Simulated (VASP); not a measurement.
# NiO (I4/mmm) in VASP: single point with PBEsol

Aim: the single point of NiO with PBEsol.

All numbers are computed with VASP 6.6.1; they aren't measurements. Logs are shortened: lines on timing, memory, paths and dates and some standing lists are left out, and cuts for length are marked.

**1. The cell of the first run**

Symmetry: I4/mmm, No. 139, tetragonal system. Conventional cell: a = 2.958 Å, b = 2.958 Å, c = 4.099 Å, α = 90.00°, β = 90.00°, γ = 90.00°. Ni (site symmetry 4/mmm) has 6 O at 2.05 to 2.09 Å within 2.7 Å. O (site symmetry 4/mmm) has 6 Ni at 2.05 to 2.09 Å within 2.7 Å.

**2. Single point, PBEsol, collinear spin, ferromagnetic start (strain -0.0200 x Voigt [1, 0, 0, 0, 0, 0])**

INCAR reads:

```
SYSTEM = NiO
PREC     = Accurate       ! precision mode
ENCUT    = 520            ! plane-wave cutoff, eV
EDIFF    = 1E-7           ! SCF threshold, eV
ISMEAR   = 0              ! smearing method
SIGMA    = 0.15           ! smearing width, eV
LREAL    = .FALSE.        ! projectors in reciprocal space
LASPH    = .TRUE.         ! aspherical terms in the spheres
NELM     = 150            ! most SCF steps
ALGO     = Normal         ! electronic algorithm
ISIF     = 2              ! what is computed and relaxed
LWAVE    = .FALSE.        ! write WAVECAR
LCHARG   = .FALSE.        ! write CHGCAR
ISPIN    = 2              ! spin polarisation
MAGMOM   = 1.05 0.17      ! initial moments
LORBIT   = 11             ! projections on sites
LMAXMIX  = 4              ! l up to which the mixer works
GGA      = PS             ! functional
NBANDS   = 19             ! bands
```

KPOINTS reads:

```
regular mesh
0
G
  20 20 20
  0 0 0
```

POSCAR reads:

```
NiO
1.0
    0.0000000000      2.0913100000      2.0913100000
    2.0494838000      0.0000000000      2.0913100000
    2.0494838000      2.0913100000      0.0000000000
Ni O
1 1
Direct
    0.0000000000      0.0000000000      0.0000000000
    0.5000000000      0.5000000000      0.5000000000
```

Potentials or basis: VASP PAW PBE potentials, release 64 (Ni, O).

The run is started by

```
> cat potpaw_PBE.64/Ni/POTCAR potpaw_PBE.64/O/POTCAR > POTCAR
> mpirun -np 1 vasp_std > vasp.out
```

OUTCAR:

```text
SYSTEM = NiO
   PREC = Accurate
   ENCUT = 520
   EDIFF = 1E-7
   ISMEAR = 0
   LREAL = .FALSE.
   LASPH = .TRUE.
   NELM = 150
   ISIF = 2
   ISPIN = 2
   LORBIT = 11
   GGA = PS

 ion  position               nearest neighbor table
   1  0.000  0.000  0.000-   2 2.05   2 2.05   2 2.09   2 2.09   2 2.09   2 2.09
   2  0.500  0.500  0.500-   1 2.05   1 2.05   1 2.09   1 2.09   1 2.09   1 2.09

  LATTYP: Found a body centered tetragonal cell.
 ALAT       =     2.9575589651
 C/A-ratio  =     1.3859292911

  Lattice vectors:

 A1 = (  -2.0494838000,   0.0000000000,  -2.0913100000)
 A2 = (  -2.0494838000,   0.0000000000,   2.0913100000)
 A3 = (   2.0494838000,   2.0913100000,   0.0000000000)

Analysis of symmetry for initial positions (statically):
=====================================================================
 Subroutine PRICEL returns:
 Original cell was already a primitive cell.

 Routine SETGRP: Setting up the symmetry group for a
 body centered tetragonal supercell.

 Subroutine GETGRP returns: Found 16 space group operations
 (whereof 16 operations were pure point group operations)
 out of a pool of 16 trial point group operations.

The static configuration has the point symmetry D_4h.

Analysis of symmetry for dynamics (positions and initial velocities):
=====================================================================
 Subroutine PRICEL returns:
 Original cell was already a primitive cell.

 Routine SETGRP: Setting up the symmetry group for a
 body centered tetragonal supercell.

 Subroutine GETGRP returns: Found 16 space group operations
 (whereof 16 operations were pure point group operations)
 out of a pool of 16 trial point group operations.

The dynamic configuration has the point symmetry D_4h.

Analysis of structural, dynamic, and magnetic symmetry:
=====================================================================
 Subroutine PRICEL returns:
 Original cell was already a primitive cell.

 Routine SETGRP: Setting up the symmetry group for a
 body centered tetragonal supercell.

 Subroutine GETGRP returns: Found 16 space group operations
 (whereof 16 operations were pure point group operations)
 out of a pool of 16 trial point group operations.

The overall configuration has the point symmetry D_4h.

 Subroutine INISYM returns: Found 16 space group operations
 (whereof 16 operations are pure point group operations),
 and found     1 'primitive' translations

----------------------------------------------------------------------------------------

                                     Primitive cell

  volume of cell :      17.9272

  direct lattice vectors                    reciprocal lattice vectors
     0.000000000  2.091310000  2.091310000    -0.243963870  0.239084593  0.239084593
     2.049483800  0.000000000  2.091310000     0.243963870 -0.239084593  0.239084593
     2.049483800  2.091310000  0.000000000     0.243963870  0.239084593 -0.239084593

  length of vectors
     2.957558965  2.928132743  2.928132743     0.416942748  0.416942748  0.416942748

  position of ions in fractional coordinates (direct lattice)
     0.000000000  0.000000000  0.000000000
     0.500000000  0.500000000  0.500000000

  ion indices of the primitive-cell ions
   primitive index   ion index
                 1           1
                 2           2

----------------------------------------------------------------------------------------

 KPOINTS: regular mesh

Automatic generation of k-mesh.
 Grid dimensions read from file:
 generate k-points for:   20   20   20

 Generating k-lattice:

  Cartesian coordinates                     Fractional coordinates (reciprocal lattice)
    -0.012198194  0.011954230  0.011954230     0.050000000  0.000000000  0.000000000
     0.012198194 -0.011954230  0.011954230     0.000000000  0.050000000  0.000000000
     0.012198194  0.011954230 -0.011954230     0.000000000  0.000000000  0.050000000

  Length of vectors
     0.020847137  0.020847137  0.020847137

  Shift w.r.t. Gamma in fractional coordinates (k-lattice)
     0.000000000  0.000000000  0.000000000

 Subroutine IBZKPT returns following result:
 ===========================================

 Found    641 irreducible k-points:

 Following reciprocal coordinates:
            Coordinates               Weight
  0.000000  0.000000  0.000000      1.000000
  0.050000  0.000000  0.000000      8.000000
  0.100000 -0.000000 -0.000000      8.000000
  0.150000 -0.000000 -0.000000      8.000000
  0.200000 -0.000000 -0.000000      8.000000
  0.250000 -0.000000 -0.000000      8.000000
[... 16 lines left out ...]
 -0.400000  0.050000  0.000000     16.000000
 -0.350000  0.050000  0.000000     16.000000
 [... further k-points ...]
   k-points           NKPTS =    641   k-points in BZ     NKDIM =    641   number of bands    NBANDS=     19
   number of dos      NEDOS =    301   number of ions     NIONS =      2
   total plane-waves  NPLWV =  13824
   dimension x,y,z NGX =    24 NGY =   24 NGZ =   24
   dimension x,y,z NGXF=    48 NGYF=   48 NGZF=   48
   ions per type =               1   1
   NGX,Y,Z   is equivalent  to a cutoff of  13.49, 13.63, 13.63 a.u.
   NGXF,Y,Z  is equivalent  to a cutoff of  26.98, 27.25, 27.25 a.u.
 SYSTEM =  NiO
   PREC   = accura    normal or accurate (medium, high low for compatibility)
   ISTART =      0    job   : 0-new  1-cont  2-samecut
   ICHARG =      2    charge: 1-file 2-atom 10-const
   ISPIN  =      2    spin polarized calculation?
   LNONCOLLINEAR =      F non collinear calculations
   LSORBIT =      F    spin-orbit coupling
   LASPH  =      T    aspherical Exc in radial PAW
   ENCUT  =  520.0 eV  38.22 Ry    6.18 a.u.   5.50  5.44  5.44*2*pi/ulx,y,z
   NELM   =    150;   NELMIN=  2; NELMDL= -5     # of ELM steps
   EDIFF  = 0.1E-06   stopping-criterion for ELM
   LREAL  =      F    real-space projection
   EDIFFG = 0.1E-05   stopping-criterion for IOM
   NSW    =      0    number of steps for IOM
   IBRION =     -1    ionic relax: 0-MD 1-quasi-New 2-CG
   NFREE  =      0    steps in history (QN), initial steepest desc. (CG)
   ISIF   =      2    stress and relaxation
   ISYM   =      2    0-nonsym 1-usesym 2-fastsym
   POTIM  = 0.5000    time-step for ionic-motion
   TEBEG  =    0.0;   TEEND  =   0.0 temperature during run
   PSTRESS=    0.0 pullay stress
   NELECT =      16.0000    total number of electrons
   NUPDOWN=      -1.0000    fix difference up-down
   EMIN   =  10.00;   EMAX   =-10.00  energy-range for DOS
   EFERMI =   0.00;   METHOD = LEGACY
   ISMEAR =     0;   SIGMA  =   0.15  broadening in eV -4-tet -1-fermi 0-gaus
   EFERMI_NEDOS =   21; number of points for ismear=-14 and -15
   IALGO  =     38    algorithm
   IMIX   =      4    mixing-type and parameters
     AMIX     =   0.40;   BMIX     =  1.00
     AMIX_MAG =   1.60;   BMIX_MAG =  1.00
  volume/ion in A,a.u.               =       8.96        60.49
  Fermi-wavevector in a.u.,A,eV,Ry     =   1.576199  2.978584 33.802360  2.484403
  Thomas-Fermi vector in A             =   2.677068
   LORBIT       =     11    0 simple, 1 ext, 2 COOP (PROOUT), +10 PAW based schemes
   GGA     = PS    functional components
   LHFCALC =     F    Hartree Fock is set to
   AEXX    =    0.0000 exact exchange contribution
   IVDW    =     0    specifies the selected vdW correction
   LEPSILON=     F    determine dielectric tensor
   LRPA    =     F    only Hartree local field effects (RPA)
 spin polarized calculation
 Gauss-broadening in eV      SIGMA  =   0.15
  energy-cutoff  :      520.00
  volume of cell :       17.93
 maximum number of plane-waves:       515
 NGX is ok and might be reduce to    24
   NGX = 11   NGY = 11   NGZ = 11

 number of electron      15.9999997 magnetization       1.3045470

 Free energy of the ion-electron system (eV)
  ---------------------------------------------------
  ext. energy  EPLUGINS =         0.00000000
  ---------------------------------------------------
  free energy    TOTEN  =       -12.39506180 eV

  energy without entropy =      -12.37558972  energy(sigma->0) =      -12.38532576

 E-fermi :   7.9714     XC(G=0): -13.0351

 val. band max:        7.9705084167   @ k =   0.3500   0.1000   0.0500
 cond. band min:       7.9719827359   @ k =  -0.4000   0.1500   0.1000
 fundamental gap:      0.0014743192
 Fermi energy:         7.9713788584

 spin component 1

 k-point     1 :       0.0000    0.0000    0.0000
  band No.  band energies     occupation
      1     -12.5862      1.00000
      2       4.7429      1.00000
      3       4.8169      1.00000
      4       4.8169      1.00000
      5       5.2709      1.00000
      6       5.2820      1.00000
[... 11 lines left out ...]
     18      33.6129      0.00000
     19      34.4133      0.00000

 k-point     2 :       0.0500    0.0000    0.0000
  band No.  band energies     occupation
      1     -12.5564      1.00000
      2       4.4559      1.00000
      3       4.5152      1.00000
      4       4.5178      1.00000
      5       5.4647      1.00000
      6       5.5041      1.00000
[... 11 lines left out ...]
     18      34.1300      0.00000
     19      34.9147      0.00000

 k-point     3 :       0.1000   -0.0000   -0.0000
  band No.  band energies     occupation
      1     -12.4687      1.00000
      2       3.8814      1.00000
      3       4.0309      1.00000
      4       4.0802      1.00000
      5       5.5402      1.00000
      6       5.6002      1.00000
[... 434 lines left out ...]
      1     -11.2473      1.00000
      2      -0.2019      1.00000
      3       2.0974      1.00000
      4       2.1993      1.00000
      5       6.2358      1.00000
      6       6.2501      1.00000
[... 11 lines left out ...]
     18      37.4195      0.00000
     19      38.2460      0.00000

 k-point    24 :      -0.3500    0.0500    0.0000
  band No.  band energies     occupation
      1     -11.4080      1.00000
      2       0.1811      1.00000
      3       2.2242      1.00000
      4       2.3674      1.00000
      5       6.1450      1.00000
      6       6.1670      1.00000
[... 11 lines left out ...]
     18      38.1948      0.00000
     19      39.0823      0.00000

 [... further k-points ...]

 spin component 2

 k-point     1 :       0.0000    0.0000    0.0000
  band No.  band energies     occupation
      1     -12.2798      1.00000
      2       5.0895      1.00000
      3       5.1838      1.00000
      4       5.1838      1.00000
      5       6.1771      1.00000
      6       6.1771      1.00000
[... 11 lines left out ...]
     18      34.0523      0.00000
     19      34.8467      0.00000

 k-point     2 :       0.0500    0.0000    0.0000
  band No.  band energies     occupation
      1     -12.2494      1.00000
      2       4.8621      1.00000
      3       4.9971      1.00000
      4       5.0412      1.00000
      5       6.2228      1.00000
      6       6.2465      1.00000
[... 11 lines left out ...]
     18      34.5636      0.00000
     19      35.3436      0.00000

 k-point     3 :       0.1000   -0.0000   -0.0000
  band No.  band energies     occupation
      1     -12.1600      1.00000
      2       4.2504      1.00000
      3       4.6721      1.00000
      4       4.7211      1.00000
      5       6.3141      1.00000
      6       6.3461      1.00000
[... 434 lines left out ...]
      1     -10.9110      1.00000
      2       0.0808      1.00000
      3       2.8539      1.00000
      4       2.9121      1.00000
      5       7.0253      1.00000
      6       7.1004      1.00000
[... 11 lines left out ...]
     18      37.6561      0.00000
     19      38.5232      0.00000

 k-point    24 :      -0.3500    0.0500    0.0000
  band No.  band energies     occupation
      1     -11.0759      1.00000
      2       0.4744      1.00000
      3       2.9870      1.00000
      4       3.0687      1.00000
      5       6.9245      1.00000
      6       7.0245      1.00000
[... 11 lines left out ...]
     18      38.4637      0.00000
     19      39.3932      0.00000

 [... further k-points ...]
[... 5 lines left out ...]
  --------------------------------------------------------------------------------------
  -------------------------------------------------------------------------------------
  Total       -0.4617231     -0.6679361     -0.6679361      0.0000000      0.0000000      0.0000000
  in kB      -41.2649079    -59.6944787    -59.6944787      0.0000000      0.0000000      0.0000000
  external PRESSURE =     -53.5512884 kB  Pullay stress =       0.0000000 kB

 VOLUME and BASIS-vectors are now :
 -----------------------------------------------------------------------------
  energy-cutoff  :      520.00
  volume of cell :       17.93
      direct lattice vectors                 reciprocal lattice vectors
     0.000000000  2.091310000  2.091310000    -0.243963870  0.239084593  0.239084593
     2.049483800  0.000000000  2.091310000     0.243963870 -0.239084593  0.239084593
     2.049483800  2.091310000  0.000000000     0.243963870  0.239084593 -0.239084593

 POSITION                                       TOTAL-FORCE (eV/Angst)
 -----------------------------------------------------------------------------------
      0.00000      0.00000      0.00000         0.000000      0.000000      0.000000
      2.04948      2.09131      2.09131         0.000000     -0.000000     -0.000000
 -----------------------------------------------------------------------------------
    total drift:                                0.000000     -0.000000     -0.000000

  FREE ENERGIE OF THE ION-ELECTRON SYSTEM (eV)
  ---------------------------------------------------
  free  energy   TOTEN  =       -12.3950617978 eV

  energy  without entropy=      -12.3755897246  energy(sigma->0) =      -12.38532576

 total charge

# of ion       s       p       d       tot
------------------------------------------
    1        0.339   0.417   8.305   9.061
    2        1.557   3.381   0.000   4.939
--------------------------------------------------
tot          1.896   3.799   8.305  13.999

 magnetization (x)

# of ion       s       p       d       tot
------------------------------------------
    1        0.010   0.013   1.067   1.090
    2        0.024   0.159   0.000   0.183
--------------------------------------------------
tot          0.034   0.172   1.067   1.273
```

It took 13 min on 1 thread of Oxide Virtual Turin-like, shared host; peak memory 0.4 GiB.

Results:

```yaml
Free_energy: -12.3951 eV
Pressure: -5.4 GPa
Net_moment: 1.30 μB per cell
Site_moments: Ni +1.09; O +0.18 μB
Valence_electrons_inside_the_program's_atomic_spheres: Ni 9.06; O 4.94
```

Caveat: the cell differs from its parent crystal (strain -0.0200 x Voigt [1, 0, 0, 0, 0, 0]); the PAW data sets were made with another functional, which shifts forces and pressure a little; a cell with one magnetic atom can't hold antiferromagnetic order, which such compounds often take; semilocal functionals often make such compounds metallic where correlation or magnetic order opens a gap, which also shifts bond lengths.
